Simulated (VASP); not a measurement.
Pd, 1 atom in the cell. The structure is tetragonal, space group I4/mmm (No. 139). Conventional cell: a = 2.971 Å, b = 2.971 Å, c = 3.579 Å, α = 90.00°, β = 90.00°, γ = 90.00°. Within 3.6 Å of Pd (site symmetry 4/mmm) lie 14 Pd at 2.76 to 3.58 Å.  This cell differs from its parent crystal: strain +0.080 along x and y, -0.080 along z.

| Item | Value |
| --- | --- |
| Program | VASP 6.6.1 |
| Task | single point |
| Functional | PBE |
| Potentials or basis | VASP PAW PBE potentials, release 64 (Pd) |
| Cutoff | 520 eV |
| k mesh | 20 × 20 × 20 |
| Occupations | gaussian, width 0.15 eV |
| Spin | no spin polarisation |
| Dipole correction | no |
| Further INCAR settings | ALGO = Normal; EDIFF = 1e-06; NBANDS = 11 |

Potentials or basis: VASP PAW PBE potentials, release 64 (Pd).

Command:

```bash
$ cat potpaw_PBE.64/Pd/POTCAR > POTCAR
$ mpirun -np 1 vasp_std > vasp.out
```

Hardware: 1 thread of AMD EPYC 9R45 96-Core Processor (Zen 5), with other jobs on the host.

Problem. Estimate the wall time of this run.

Solution. It took 65 s on 1 thread of AMD EPYC 9R45 96-Core Processor (Zen 5), on a shared host, peak memory 0.2 GiB. Counts: scf iterations 11, k points 641.
